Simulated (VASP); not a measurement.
CdS:

```xyz
2
Lattice="0.0000 2.9165 2.9165 2.9165 0.0000 2.9165 2.9165 2.9165 0.0000" Properties=species:S:1:pos:R:3 pbc="T T T"
Cd    0.0000    0.0000    0.0000
S     4.3748    4.3748    4.3748
```

* Program: VASP 6.6.1
* Task: relaxation of cell and atoms
* Functional: r2SCAN
* Potentials or basis: VASP PAW PBE potentials, release 64 (Cd, S)
* Cutoff: 600 eV
* k mesh: 8 × 8 × 8
* Occupations: gaussian, width 0.01 eV
* Spin: no spin polarisation

At the start: pressure 1.8 GPa; volume 24.81 Å³/atom.

Question: How do energy, volume and symmetry change on relaxing?

Answer: Over 3 steps the energy falls by 3.7 meV/atom and the volume is 25.49 Å³/atom (+2.8 %); space group F-43m (No. 216, to 0.1 Å) before and after.

Step by step:
| step | energy change (eV) | largest force (eV/Å) | pressure (GPa) | volume (Å³) |
| --- | --- | --- | --- | --- |
| 1 | 0.0000 | 0.0000 | 1.76 | 49.62 |
| 2 | -0.0060 | 0.0000 | -0.70 | 51.60 |
| 3 | -0.0073 | 0.0000 | 0.00 | 50.99 |

Final structure:
```
Cd S
1.0
     0.00000    2.94313    2.94313
     2.94313    0.00000    2.94313
     2.94313    2.94313    0.00000
Cd S
1 1
Direct
  0.00000 0.00000 0.00000
  0.75000 0.75000 0.75000
```

Caveat: the PAW data sets were made with another functional, which shifts forces and pressure a little.
